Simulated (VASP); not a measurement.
**KBr: single point with PBE**

Crystal: KBr.

```
CELL_PARAMETERS angstrom
0.00000 3.30000 3.30000
3.30000 0.00000 3.30000
3.30000 3.30000 0.00000
ATOMIC_POSITIONS crystal
Br 0.50000 0.50000 0.50000
K 0.00000 0.00000 0.00000
```

- Program: VASP 6.6.1
- Task: single point
- Functional: PBE
- Potentials or basis: VASP PAW PBE potentials, release 64 (Br, K_sv)
- Cutoff: 520 eV
- k mesh: 7 × 7 × 7
- Occupations: gaussian, width 0.023 eV
- Spin: no spin polarisation
- Dipole correction: no
- Further INCAR settings: ALGO = Normal; EDIFF = 1e-06; NBANDS = 15

```json
{
 "Pressure": "0.8 GPa",
 "Band gap on the k mesh": "4.43 eV, direct"
}
```

Levels at points of the mesh, in eV from the valence-band top:
```
           k point  band 4  band 5  band 6  band 7  band 8  band 9  band 10  band 11  band 12  band 13
(0.00, 0.00, 0.00)  -11.26  -11.26    0.00    0.00    0.00    4.43     7.60     7.60     7.60     8.43
```

Wall time 9.2 s on 1 thread of Intel(R) Xeon(R) 6975P-C (Granite Rapids) (shared host), peak memory 0.21 GiB.

A k mesh can miss the band edges. Expect the measured gap to be larger: semilocal functionals such as PBE lack the derivative discontinuity.
